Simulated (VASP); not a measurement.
Set up this calculation in VASP 6.6.1, as the native input.

```
Task                   : single point
Functional             : PBE
Potentials or basis    : VASP PAW PBE potentials, release 64 (Ti_sv, Si)
Cutoff                 : 400 eV
k mesh                 : 10 × 10 × 1
Occupations            : methfessel-paxton, width 0.1 eV
Spin                   : no spin polarisation
Dipole correction      : yes
Further INCAR settings : ALGO = Normal; EDIFF = 1e-06; NBANDS = 75; NELMDL = -8
```

The structure of TiSi2 lies in POSCAR:

```
TiSi2
1.0
    4.7805566575      0.0000000000      0.0000000000
   -2.3644554718      4.1548853687      0.0000000000
    0.0000000000      0.0000000000     24.7086200848
Ti Si
6 12
Direct
    0.2500000000      0.0000000000      0.2836545990
    0.2500000000      0.5000000000      0.3691161146
    0.7500000000      0.5000000000      0.4570600774
    0.7500000000      0.0000000000      0.5429399229
    0.2500000000      0.0000000000      0.6308838857
    0.2500000000      0.5000000000      0.7163454010
    0.6069684424      0.6725111881      0.2837971469
    0.8930315576      0.3274888119      0.2837971469
    0.9141708274      0.8376152641      0.3704397233
    0.5858291726      0.1623847359      0.3704397233
    0.0894526606      0.1652469987      0.4569709931
    0.4105473394      0.8347530013      0.4569709931
    0.4105473415      0.3347530010      0.5430290069
    0.0894526585      0.6652469990      0.5430290069
    0.5858291725      0.6623847352      0.6295602763
    0.9141708275      0.3376152648      0.6295602763
    0.8930315521      0.8274888072      0.7162028532
    0.6069684479      0.1725111928      0.7162028532
```

The input as run:

INCAR

```
SYSTEM = TiSi2
  PREC = Accurate
  ENCUT = 400
  EDIFF = 1E-6
  ISMEAR = 1
  SIGMA = 0.1
  LREAL = .False.
  LASPH = .True.
  NELM = 120
  ALGO = Normal
  ISIF = 2
  LWAVE = .False.
  LCHARG = .False.
  LDIPOL = .True.
  IDIPOL = 3
  DIPOL = 0.5 0.5 0.500
  GGA = PE
  NBANDS = 75
  GGA_COMPAT = .False.
  NELMDL = -8
```

KPOINTS

```
regular mesh
0
Gamma
  10 10 1
  0 0 0
```

Potentials or basis: VASP PAW PBE potentials, release 64 (Ti_sv, Si).

Command:

```bash
$ cat potpaw_PBE.64/Ti_sv/POTCAR potpaw_PBE.64/Si/POTCAR > POTCAR
$ mpirun -np 1 vasp_std > vasp.out
```

It gave:

| Property | Result |
| --- | --- |
| Largest force | 0.012 eV/Å |
| Band gap on the k mesh | zero (bands 60 and 61 overlap by 0.54 eV) |

Wall time 55 min on 1 thread of Intel(R) Xeon(R) Platinum 8259CL CPU @ 2.50GHz (Skylake/Cascade Lake), with other jobs on the host, peak memory 1 GiB.
